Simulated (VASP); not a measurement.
# Cr (Im-3m) in VASP: a series of runs

Aim: see how the results for Cr move with the level of theory and the settings. Levels: PBEsol, PBE. Tasks: single point.

All numbers are computed with VASP 6.6.1; they aren't measurements. Logs are shortened: lines on timing, memory, paths and dates and some standing lists are left out, and cuts for length are marked.

## (1) The cell of the first run

The structure is cubic, space group Im-3m (No. 229). The conventional cell has a = 2.969 Å, b = 2.969 Å, c = 2.969 Å, α = 90.00°, β = 90.00°, γ = 90.00°. Cr (site symmetry m-3m) has 14 Cr at 2.57 to 2.97 Å within 3.4 Å.

## (2) Single point, PBEsol, collinear spin, antiferromagnetic start

Input file INCAR:

```
ALGO     = Normal         # electronic algorithm
EDIFF    = 1E-6           # SCF threshold, eV
ENCUT    = 500            # plane-wave cutoff, eV
GGA      = PS             # functional
GGA_COMPAT= F            
ISIF     = 2              # what is computed and relaxed
ISMEAR   = 0              # smearing method
ISPIN    = 2              # spin polarisation
LASPH    = T              # aspherical terms in the spheres
LCHARG   = T              # write CHGCAR
LELF     = T              # ELF
LMAXMIX  = 4              # l up to which the mixer works
LORBIT   = 11             # projections on sites
LREAL    = F              # projectors in reciprocal space
LVHAR    = T            
LWAVE    = F              # write WAVECAR
MAGMOM   = -3 3           # initial moments
NBANDS   = 23             # bands
NELM     = 200            # most SCF steps
PREC     = Accurate       # precision mode
SIGMA    = 0.1            # smearing width, eV
```

Input file KPOINTS:

```
k-points
0
Gamma
  2 2 2
```

Input file POSCAR:

```
Cr
1.0
    2.9688993551      0.0000000000      0.0000000000
    0.0000000000      2.9688993551      0.0000000000
    0.0000000000      0.0000000000      2.9688993551
Cr
2
Direct
    0.0000000000      0.0000000000      0.0000000000
    0.5000000000      0.5000000000      0.5000000000
```

Potentials or basis: VASP PAW PBE potentials, release 64 (Cr_pv).

The run is started by

```bash
cat potpaw_PBE.64/Cr_pv/POTCAR > POTCAR
mpirun -np 1 vasp_std > vasp.out
```

OUTCAR:

```text
EDIFF = 1E-6
   ENCUT = 500
   GGA = PS
   ISIF = 2
   ISMEAR = 0
   ISPIN = 2
   LASPH = T
   LORBIT = 11
   LREAL = F
   NELM = 200
   PREC = Accurate

 ion  position               nearest neighbor table
   1  0.000  0.000  0.000-   2 2.57   2 2.57   2 2.57   2 2.57   2 2.57   2 2.57   2 2.57   2 2.57

   2  0.500  0.500  0.500-   1 2.57   1 2.57   1 2.57   1 2.57   1 2.57   1 2.57   1 2.57   1 2.57

  LATTYP: Found a simple cubic cell.
 ALAT       =     2.9688993551

  Lattice vectors:

 A1 = (   2.9688993551,   0.0000000000,   0.0000000000)
 A2 = (   0.0000000000,   2.9688993551,   0.0000000000)
 A3 = (   0.0000000000,   0.0000000000,   2.9688993551)

Analysis of symmetry for initial positions (statically):
=====================================================================
 Subroutine PRICEL returns following result:

  LATTYP: Found a body centered cubic cell.
 ALAT       =     2.9688993551

  Lattice vectors:

 A1 = (   1.4844496776,   1.4844496776,  -1.4844496775)
 A2 = (  -1.4844496776,   1.4844496775,   1.4844496775)
 A3 = (   1.4844496776,  -1.4844496775,   1.4844496776)

   2 primitive cells build up your supercell.

 Routine SETGRP: Setting up the symmetry group for a
 simple cubic supercell.

 Subroutine GETGRP returns: Found 48 space group operations
 (whereof 48 operations were pure point group operations)
 out of a pool of 48 trial point group operations.

The static configuration has the point symmetry O_h .

Analysis of symmetry for dynamics (positions and initial velocities):
=====================================================================
 Subroutine PRICEL returns following result:

  LATTYP: Found a body centered cubic cell.
 ALAT       =     2.9688993551

  Lattice vectors:

 A1 = (   1.4844496776,   1.4844496776,  -1.4844496775)
 A2 = (  -1.4844496776,   1.4844496775,   1.4844496775)
 A3 = (   1.4844496776,  -1.4844496775,   1.4844496776)

   2 primitive cells build up your supercell.

 Routine SETGRP: Setting up the symmetry group for a
 simple cubic supercell.

 Subroutine GETGRP returns: Found 48 space group operations
 (whereof 48 operations were pure point group operations)
 out of a pool of 48 trial point group operations.

The dynamic configuration has the point symmetry O_h .

Analysis of structural, dynamic, and magnetic symmetry:
=====================================================================
 Subroutine PRICEL returns following result:

  LATTYP: Found a body centered cubic cell.
 ALAT       =     2.9688993551

  Lattice vectors:

 A1 = (   1.4844496776,   1.4844496776,  -1.4844496775)
 A2 = (  -1.4844496776,   1.4844496775,   1.4844496775)
 A3 = (   1.4844496776,  -1.4844496775,   1.4844496776)

   2 primitive cells build up your supercell.

 Routine SETGRP: Setting up the symmetry group for a
 simple cubic supercell.

 Subroutine GETGRP returns: Found 48 space group operations
 (whereof 48 operations were pure point group operations)
 out of a pool of 48 trial point group operations.

The overall configuration has the point symmetry O_h .

 Subroutine INISYM returns: Found 48 space group operations
 (whereof 48 operations are pure point group operations),
 and found     2 'primitive' translations

----------------------------------------------------------------------------------------

                                     Primitive cell

  volume of cell :      13.0845

  direct lattice vectors                    reciprocal lattice vectors
     1.484449678  1.484449678 -1.484449678     0.336825160  0.336825160  0.000000000
    -1.484449678  1.484449678  1.484449678    -0.000000000  0.336825160  0.336825160
     1.484449678 -1.484449678  1.484449678     0.336825160  0.000000000  0.336825160

  length of vectors
     2.571142263  2.571142263  2.571142263     0.476342709  0.476342709  0.476342709

  position of ions in fractional coordinates (direct lattice)
     0.000000000  0.000000000  0.000000000

  ion indices of the primitive-cell ions
   primitive index   ion index
                 1           1

----------------------------------------------------------------------------------------

 KPOINTS: k-points

Automatic generation of k-mesh.
 Grid dimensions read from file:
 generate k-points for:    2    2    2

 Generating k-lattice:

  Cartesian coordinates                     Fractional coordinates (reciprocal lattice)
     0.168412580  0.000000000  0.000000000     0.500000000  0.000000000  0.000000000
     0.000000000  0.168412580  0.000000000     0.000000000  0.500000000  0.000000000
     0.000000000  0.000000000  0.168412580     0.000000000  0.000000000  0.500000000

  Length of vectors
     0.168412580  0.168412580  0.168412580

  Shift w.r.t. Gamma in fractional coordinates (k-lattice)
     0.000000000  0.000000000  0.000000000

 Subroutine IBZKPT returns following result:
 ===========================================

 Found      4 irreducible k-points:

 Following reciprocal coordinates:
            Coordinates               Weight
  0.000000  0.000000  0.000000      1.000000
  0.500000  0.000000  0.000000      3.000000
  0.500000  0.500000  0.000000      3.000000
  0.500000  0.500000  0.500000      1.000000
   k-points           NKPTS =      4   k-points in BZ     NKDIM =      4   number of bands    NBANDS=     23
   number of dos      NEDOS =    301   number of ions     NIONS =      2
   total plane-waves  NPLWV =  13824
   dimension x,y,z NGX =    24 NGY =   24 NGZ =   24
   dimension x,y,z NGXF=    48 NGYF=   48 NGZF=   48
   ions per type =               2
   NGX,Y,Z   is equivalent  to a cutoff of  13.44, 13.44, 13.44 a.u.
   NGXF,Y,Z  is equivalent  to a cutoff of  26.88, 26.88, 26.88 a.u.
 SYSTEM =  unknown system
   PREC   = accura    normal or accurate (medium, high low for compatibility)
   ISTART =      0    job   : 0-new  1-cont  2-samecut
   ICHARG =      2    charge: 1-file 2-atom 10-const
   ISPIN  =      2    spin polarized calculation?
   LNONCOLLINEAR =      F non collinear calculations
   LSORBIT =      F    spin-orbit coupling
   LASPH  =      T    aspherical Exc in radial PAW
   ENCUT  =  500.0 eV  36.75 Ry    6.06 a.u.   5.41  5.41  5.41*2*pi/ulx,y,z
   NELM   =    200;   NELMIN=  2; NELMDL= -5     # of ELM steps
   EDIFF  = 0.1E-05   stopping-criterion for ELM
   LREAL  =      F    real-space projection
   EDIFFG = 0.1E-04   stopping-criterion for IOM
   NSW    =      0    number of steps for IOM
   IBRION =     -1    ionic relax: 0-MD 1-quasi-New 2-CG
   NFREE  =      0    steps in history (QN), initial steepest desc. (CG)
   ISIF   =      2    stress and relaxation
   ISYM   =      2    0-nonsym 1-usesym 2-fastsym
   POTIM  = 0.5000    time-step for ionic-motion
   TEBEG  =    0.0;   TEEND  =   0.0 temperature during run
   PSTRESS=    0.0 pullay stress
   NELECT =      24.0000    total number of electrons
   NUPDOWN=      -1.0000    fix difference up-down
   EMIN   =  10.00;   EMAX   =-10.00  energy-range for DOS
   EFERMI =   0.00;   METHOD = LEGACY
   ISMEAR =     0;   SIGMA  =   0.10  broadening in eV -4-tet -1-fermi 0-gaus
   EFERMI_NEDOS =   21; number of points for ismear=-14 and -15
   IALGO  =     38    algorithm
   IMIX   =      4    mixing-type and parameters
     AMIX     =   0.40;   BMIX     =  1.00
     AMIX_MAG =   1.60;   BMIX_MAG =  1.00
  volume/ion in A,a.u.               =      13.08        88.30
  Fermi-wavevector in a.u.,A,eV,Ry     =   1.590559  3.005721 34.421077  2.529878
  Thomas-Fermi vector in A             =   2.689235
   LORBIT       =     11    0 simple, 1 ext, 2 COOP (PROOUT), +10 PAW based schemes
   GGA     = PS    functional components
   LHFCALC =     F    Hartree Fock is set to
   AEXX    =    0.0000 exact exchange contribution
   IVDW    =     0    specifies the selected vdW correction
   LEPSILON=     F    determine dielectric tensor
   LRPA    =     F    only Hartree local field effects (RPA)
 spin polarized calculation
 Gauss-broadening in eV      SIGMA  =   0.10
  energy-cutoff  :      500.00
  volume of cell :       26.17
 maximum number of plane-waves:       691
 NGX is ok and might be reduce to    24
   NGX = 11   NGY = 11   NGZ = 11

 number of electron      24.0000014 magnetization       0.0000000

 number of electron      24.0000014 magnetization      -0.0000000

 Free energy of the ion-electron system (eV)
  ---------------------------------------------------
  ext. energy  EPLUGINS =         0.00000000
  ---------------------------------------------------
  free energy    TOTEN  =       -18.34266868 eV

  energy without entropy =      -18.27531716  energy(sigma->0) =      -18.30899292

 E-fermi :   9.9876     XC(G=0): -13.0319

 val. band max:        9.5619272145   @ k =   0.5000   0.0000   0.0000
 cond. band min:      10.0323137176   @ k =   0.5000   0.0000   0.0000
 fundamental gap:      0.4703865031
 Fermi energy:         9.9875560625

 spin component 1

 k-point     1 :       0.0000    0.0000    0.0000
  band No.  band energies     occupation
      1     -33.8041      1.00000
      2     -33.8041      1.00000
      3     -33.8041      1.00000
      4     -32.3251      1.00000
      5     -32.3251      1.00000
      6     -32.3251      1.00000
[... 77 lines left out ...]
      6     -32.4567      1.00000
[... 15 lines left out ...]
     22      18.8893      0.00000
     23      18.8893      0.00000
 Fermi energy:         9.9875560625

 spin component 2

 k-point     1 :       0.0000    0.0000    0.0000
  band No.  band energies     occupation
      1     -33.8041      1.00000
      2     -33.8041      1.00000
      3     -33.8041      1.00000
      4     -32.3251      1.00000
      5     -32.3251      1.00000
      6     -32.3251      1.00000
[... 93 lines left out ...]
     22      18.8893      0.00000
     23      18.8893      0.00000

------------------------ aborting loop because EDIFF is reached ----------------------------------------

  FORCE on cell =-STRESS in cart. coord.  units (eV):
  Direction    XX          YY          ZZ          XY          YZ          ZX
  --------------------------------------------------------------------------------------
  -------------------------------------------------------------------------------------
  Total       -2.8077323     -2.8077323     -2.8077323      0.0000000      0.0000000     -0.0000000
  in kB     -171.9015740   -171.9015740   -171.9015740      0.0000000      0.0000000     -0.0000000
  external PRESSURE =    -171.9015740 kB  Pullay stress =       0.0000000 kB

 VOLUME and BASIS-vectors are now :
 -----------------------------------------------------------------------------
  energy-cutoff  :      500.00
  volume of cell :       26.17
      direct lattice vectors                 reciprocal lattice vectors
     2.968899355  0.000000000  0.000000000     0.336825160  0.000000000  0.000000000
     0.000000000  2.968899355  0.000000000     0.000000000  0.336825160  0.000000000
     0.000000000  0.000000000  2.968899355     0.000000000  0.000000000  0.336825160

 POSITION                                       TOTAL-FORCE (eV/Angst)
 -----------------------------------------------------------------------------------
      0.00000      0.00000      0.00000         0.000000      0.000000      0.000000
      1.48445      1.48445      1.48445        -0.000000     -0.000000     -0.000000
 -----------------------------------------------------------------------------------
    total drift:                                0.000000      0.000000     -0.000000

  FREE ENERGIE OF THE ION-ELECTRON SYSTEM (eV)
  ---------------------------------------------------
  free  energy   TOTEN  =       -18.3426686810 eV

  energy  without entropy=      -18.2753171624  energy(sigma->0) =      -18.30899292

 total charge

# of ion       s       p       d       tot
------------------------------------------
    1        0.361   6.279   4.233  10.873
    2        0.361   6.279   4.233  10.873
--------------------------------------------------
tot          0.721  12.559   8.466  21.747

 magnetization (x)

# of ion       s       p       d       tot
------------------------------------------
    1       -0.004  -0.011  -1.404  -1.419
    2        0.004   0.011   1.404   1.419
--------------------------------------------------
tot          0.000   0.000   0.000   0.000
```

Wall time 30 s (1 thread of Intel Xeon 8259CL, shared host); peak memory 0.14 GiB.

Results:

```yaml
Free_energy: -18.3427 eV
Pressure: -17.2 GPa
Band_gap_on_the_k_mesh: zero (filled and empty bands overlap)
Net_moment: 0.00 μB per cell
Site_moments: Cr -1.42, +1.42 μB
Valence_electrons_inside_the_program's_atomic_spheres: Cr 10.87
```

Levels at points of the mesh, in eV from the Fermi level:
Spin up:
```csv
k point,band 9,band 10,band 11,band 12,band 13,band 14,band 15,band 16
"(0.00, 0.00, 0.00)",-4.18,-1.24,-1.24,-1.24,0.71,0.71,2.11,2.11
"(0.50, 0.00, 0.00)",-2.27,-1.55,-1.34,-1.34,-0.43,0.04,0.04,1.15
"(0.50, 0.50, 0.00)",-2.54,-2.54,0.05,0.05,0.52,0.63,0.77,1.44
"(0.50, 0.50, 0.50)",-2.98,-2.04,-2.04,-2.04,0.57,0.57,1.50,1.50
```
Spin down:
```
           k point  band 8  band 9  band 10  band 11  band 12  band 13  band 14  band 15  band 16  band 17
(0.00, 0.00, 0.00)   -4.18   -4.18    -1.24    -1.24    -1.24     0.71     0.71     2.11     2.11     2.11
(0.50, 0.00, 0.00)   -4.35   -2.27    -1.55    -1.34    -1.34    -0.43     0.04     0.04     1.15     1.34
(0.50, 0.50, 0.00)   -4.32   -2.54    -2.54     0.05     0.05     0.52     0.63     0.77     1.44     2.36
(0.50, 0.50, 0.50)   -2.98   -2.98    -2.04    -2.04    -2.04     0.57     0.57     1.50     1.50     6.19
```

Caveat: the k points lie up to 1.06 Å⁻¹ apart; the PAW data sets were made with another functional, which shifts forces and pressure a little.

## (3) Single point, PBE, collinear spin, antiferromagnetic start

Input file INCAR:

```
ALGO = Normal ; EDIFF = 1E-6
ENCUT = 500 ; GGA = PE
GGA_COMPAT = False ; ISIF = 2
ISMEAR = 0 ; ISPIN = 2
ISYM = 0 ; LASPH = True
LCHARG = False ; LMAXMIX = 4
LORBIT = 11 ; LREAL = False
LWAVE = False ; MAGMOM = -3 3
NBANDS = 23 ; NELM = 200
PREC = Accurate ; SIGMA = 0.1
```

Input file KPOINTS:

```
Automatic mesh
0
Gamma
  2 2 2
  0.5 0.5 0
```

POSCAR is that of step 2.

Potentials or basis: VASP PAW PBE potentials, release 64 (Cr_pv).

The run is started by

```bash
cat potpaw_PBE.64/Cr_pv/POTCAR > POTCAR
mpirun -np 1 vasp_std > vasp.out
```

Run time: 31 s. Hardware: 1 thread of Intel Xeon 8259CL, shared host; peak memory 0.14 GiB.

The run converged, but its numbers aren't listed here, since they failed a check.

Caveat: the k points lie up to 1.06 Å⁻¹ apart; the mesh shows a gap though the element is a metal.

(Continued in part 2 of 2.)
